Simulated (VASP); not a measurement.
Write the native input for VASP 6.6.1 that does the following.

| Quantity | Value |
| --- | --- |
| Task | density of states |
| Functional | PBE |
| Potentials or basis | VASP PAW PBE potentials, release 64 (Li_sv) |
| Cutoff | 520 eV |
| k mesh | 8 × 8 × 11 |
| Occupations | fermi-dirac, width 0.08 eV |
| Spin | no spin polarisation |
| Dipole correction | no |
| k mesh for the DOS | 12 × 12 × 17 |
| Occupations for the DOS | tetrahedron |
| Further INCAR settings | ALGO = Normal; EDIFF = 1e-07; NBANDS = 12 |

The system is Li.

```
Li
1.0
     3.71606    0.00000    0.00000
    -1.85803    3.21820    0.00000
     0.00000    0.00000    2.03478
Li
3
Direct
  0.00000 0.00000 0.00000
  0.33333 0.66667 0.50000
  0.66667 0.33333 0.50000
```

This cell differs from its parent crystal: volume scaled by 0.4.

One way to write it, as run:

POSCAR

```
Li
1.0
    3.7160572986      0.0000000000      0.0000000000
   -1.8580286493      3.2182000226      0.0000000000
    0.0000000000      0.0000000000      2.0347761974
Li
3
Direct
    0.0000000000      0.0000000000      0.0000000000
    0.3333333333      0.6666666667      0.5000000000
    0.6666666667      0.3333333333      0.5000000000
```

INCAR.step1

```
SYSTEM = Li
PREC = Accurate
ENCUT = 520
EDIFF = 1E-7
ISMEAR = -1
SIGMA = 0.08
LREAL = .False.
LASPH = .True.
NELM = 60
ALGO = Normal
ISIF = 2
LWAVE = .False.
LCHARG = .True.
GGA = PE
NBANDS = 12
```

KPOINTS.step1

```
Automatic mesh
0
Gamma
  8 8 11
  0 0 0
```

INCAR.step2

```
SYSTEM = Li
PREC = Accurate
ENCUT = 520
EDIFF = 1E-7
ISMEAR = -5
SIGMA = 0.08
LREAL = .False.
LASPH = .True.
NELM = 60
ALGO = Normal
ISIF = 2
LWAVE = .False.
LCHARG = .False.
GGA = PE
LORBIT = 10
NBANDS = 12
NEDOS = 1001
ICHARG = 11
```

KPOINTS.step2

```
Automatic mesh
0
Gamma
  12 12 17
  0 0 0
```

Potentials or basis: VASP PAW PBE potentials, release 64 (Li_sv).

Run with:

```sh
$ cat potpaw_PBE.64/Li_sv/POTCAR > POTCAR
$ cp INCAR.step1 INCAR
$ cp KPOINTS.step1 KPOINTS
$ mpirun -np 1 vasp_std > vasp.out
$ cp INCAR.step2 INCAR
$ cp KPOINTS.step2 KPOINTS
$ mpirun -np 1 vasp_std > vasp.out
```

It gave:

* Valence electrons inside the program's atomic spheres: Li 2.25

Run time: 18 s on 1 thread of Intel(R) Xeon(R) 6975P-C (Granite Rapids), with other jobs on the host, peak memory 0.15 GiB.
